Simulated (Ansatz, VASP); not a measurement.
SiC4 in VASP and in Ansatz

```
CELL_PARAMETERS angstrom
2.47071 0.00000 0.00000
-1.23536 2.13970 0.00000
0.00000 0.00000 23.92815
ATOMIC_POSITIONS crystal
Si 0.33333 0.66667 0.75000
Si 0.66667 0.33333 0.25000
C 0.33333 0.66667 0.92366
C 0.33333 0.66667 0.07633
C 0.33333 0.66667 0.42367
C 0.33333 0.66667 0.57634
C 0.66667 0.33333 0.57633
C 0.66667 0.33333 0.92367
C 0.66667 0.33333 0.07634
C 0.66667 0.33333 0.42366
```

Alike in both runs: functional PBE; k mesh 6 × 6 × 1; occupations gaussian, width 0.1 eV; no spin polarisation.

Ansatz relaxed the structure, and its values are those at the end. VASP's run is a single point on that final structure, the one shown.

|  | VASP | Ansatz |
| --- | --- | --- |
| version | VASP 6.6.1 | Ansatz 0.2.0 |
| potentials or method | VASP PAW PBE potentials, release 64 (Si, C), cutoff 520 eV | scalar-relativistic, plane waves, PAW |
| valence electrons in the cell | 40 | 40 |

```csv
,VASP,Ansatz,Ansatz less VASP
gap on the k mesh at the Fermi level (eV),none,none,-
pressure (GPa),0.4,0.2,-0.21
```

A gap of «none» marks a metal or a gap that the smearing closes. With one functional, cell and mesh, what is left measures potentials, basis and numerics.

The k mesh is coarse, so the values compare programs but aren't converged.
